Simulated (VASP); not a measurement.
A run of VASP 6.6.1:

Contents of INCAR:

```
SYSTEM = InSe2
PREC     = Accurate       ! precision mode
ENCUT    = 500            ! plane-wave cutoff, eV
EDIFF    = 1E-6           ! SCF threshold, eV
ISMEAR   = 0              ! smearing method
SIGMA    = 0.15           ! smearing width, eV
LREAL    = .False.        ! projectors in reciprocal space
LASPH    = .True.         ! aspherical terms in the spheres
NELM     = 120            ! most SCF steps
ALGO     = Normal         ! electronic algorithm
ISIF     = 2              ! what is computed and relaxed
LWAVE    = .False.        ! write WAVECAR
LCHARG   = .False.        ! write CHGCAR
GGA      = PE             ! functional
NBANDS   = 34             ! bands
GGA_COMPAT= .False.
```

Contents of KPOINTS:

```
Automatic mesh
0
Gamma
  12 12 6
  0 0 0
```

Contents of POSCAR:

```
InSe2
1.0
    3.8512845255      0.0000000000      0.0000000000
    0.0000000000      3.8512845255      0.0000000000
    0.0000000000      0.0000000000      8.6445932460
In Se
2 4
Direct
    0.0000000000      0.5000000000      0.7035891433
    0.5000000000      0.0000000000      0.2964108567
    0.0000000000      0.5000000000      0.3657763741
    0.5000000000      0.0000000000      0.6342236259
    0.0000000000      0.0000000000      0.0000000000
    0.5000000000      0.5000000000      0.0000000000
```

Potentials or basis: VASP PAW PBE potentials, release 64 (In_d, Se).

The run is started by

```sh
$ cat potpaw_PBE.64/In_d/POTCAR potpaw_PBE.64/Se/POTCAR > POTCAR
$ mpirun -np 1 vasp_std > vasp.out
```

Hardware: 1 thread of Oxide Virtual Turin-like Processor (shared host).

Question: How long does it take, and how much memory?

Answer: Run time: 10 min on 1 thread of Oxide Virtual Turin-like Processor, with other jobs on the host, peak memory 0.44 GiB. Counts: scf iterations 13, k points 112.
